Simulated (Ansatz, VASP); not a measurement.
# One calculation of HfC, two programs

INCAR

```
PREC     = Accurate       # precision mode
ENCUT    = 520            # plane-wave cutoff, eV
EDIFF    = 1E-6           # SCF threshold, eV
ISMEAR   = -1             # smearing method
SIGMA    = 0.05           # smearing width, eV
LREAL    = F              # projectors in reciprocal space
LASPH    = T              # aspherical terms in the spheres
NELM     = 60             # most SCF steps
ALGO     = Normal         # electronic algorithm
ISIF     = 2              # what is computed and relaxed
LWAVE    = F              # write WAVECAR
LCHARG   = F              # write CHGCAR
GGA      = PS             # functional
NBANDS   = 22             # bands
```

Contents of KPOINTS:

```
Automatic mesh
0
Gamma
  5 5 3
```

The input POSCAR:

```
HfC
1.0
    3.3578000000      0.0033400000     -0.0525200000
   -1.6760100000      2.9268900000      0.0114900000
   -0.0817400000     -0.0265400000      5.2508800000
Hf C
2 2
Direct
    0.7300719854      0.3806968843      0.7748819819
    0.2997600000      0.6840500000      0.2451000000
    0.9767700000      0.9808300000      0.9618200000
    0.9706000000      0.9766700000      0.4899200000
```

Input for Ansatz:

```yaml
crystal:
  lattice:
    - [3.3578, 0.00334, -0.05252]
    - [-1.67601, 2.92689, 0.01149]
    - [-0.08174, -0.02654, 5.25088]
  atoms:
    - { symbol: Hf, position: [0.7300719853908644, 0.38069688429311965, 0.774881981910118] }
    - { symbol: Hf, position: [0.29976, 0.68405, 0.2451] }
    - { symbol: C, position: [0.97677, 0.98083, 0.96182] }
    - { symbol: C, position: [0.9706, 0.97667, 0.48992] }
basis:
  ecutwfc: 540.0
  xc_grid: 2
kpoints:
  mp_grid:
    grid: [5, 5, 3]
hamiltonian:
  xc: pbesol
scf:
  convergence:
    dr2_threshold: 1.0e-09
  occupations:
    method: fermi_dirac
    width: 0.05
output:
  forces: true
  stress: true
```

Alike in both runs: task single point; functional PBEsol; k mesh 5 × 5 × 3; occupations fermi-dirac, width 0.05 eV; no spin polarisation.

```csv
,VASP,Ansatz
version,VASP 6.6.1,Ansatz 0.2.0
potentials or method,"VASP PAW PBE potentials, release 64 (Hf_pv, C), cutoff 520 eV","plane waves, PAW"
valence electrons in the cell,28,60
```

```tsv
	VASP	Ansatz	Ansatz less VASP
pressure (GPa)	-2.5	-2.3	+0.28
traceless stress, the component that is largest in VASP (GPa)	8.65	8.65	-0.005
rms of the force components (eV/Å)	2.409	2.388	-0.0201
```

VASP's potentials were made for PBE, not for PBEsol. Atom by atom the forces differ by 0.024 eV/Å (rms over components). With one functional, cell and mesh, what is left measures potentials, basis and numerics. VASP's potentials hold 28 valence electrons a cell and Ansatz's 60, so a difference there can come from the potentials and not from the codes. Ansatz's warnings: stress scf threshold loose.

The k mesh is coarse, so the values compare programs but aren't converged. Neither program's run includes spin-orbit coupling.
